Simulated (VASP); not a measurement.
Sn: single point with LDA

Crystal: Sn.

```
Sn
1.0
     0.00000    3.23334    3.23334
     3.23334    0.00000    3.23334
     3.23334    3.23334    0.00000
Sn
2
Direct
  0.00000 0.00000 0.00000
  0.25000 0.25000 0.25000
```

| Property | Result |
| --- | --- |
| Program | VASP 6.6.1 |
| Task | single point |
| Functional | LDA |
| Potentials or basis | VASP PAW LDA potentials, release 64 (Sn_d) |
| Cutoff | 500 eV |
| k mesh | 5 × 5 × 5 |
| Occupations | fermi-dirac, width 0.25 eV |
| Spin | no spin polarisation |
| Dipole correction | no |
| Further INCAR settings | ALGO = Normal; EDIFF = 1e-06; NBANDS = 21 |

```json
{
 "Pressure": "0.7 GPa",
 "Band gap on the k mesh": "zero (band 14 reaches 5.57 eV, above the bottom of band 15 at 5.47 eV)"
}
```

Levels at points of the mesh, in eV from the Fermi level:
| k point | band 12 | band 13 | band 14 | band 15 | band 16 | band 17 |
| --- | --- | --- | --- | --- | --- | --- |
| (0.00, 0.00, 0.00) | -0.63 | 0.18 | 0.18 | 0.18 | 2.24 | 2.24 |

It took 14 s on 1 thread of Intel(R) Xeon(R) 6975P-C (Granite Rapids), on a shared host, peak memory 0.16 GiB.

Caveat: spin-orbit coupling is left out, which moves the levels of the heavy elements.
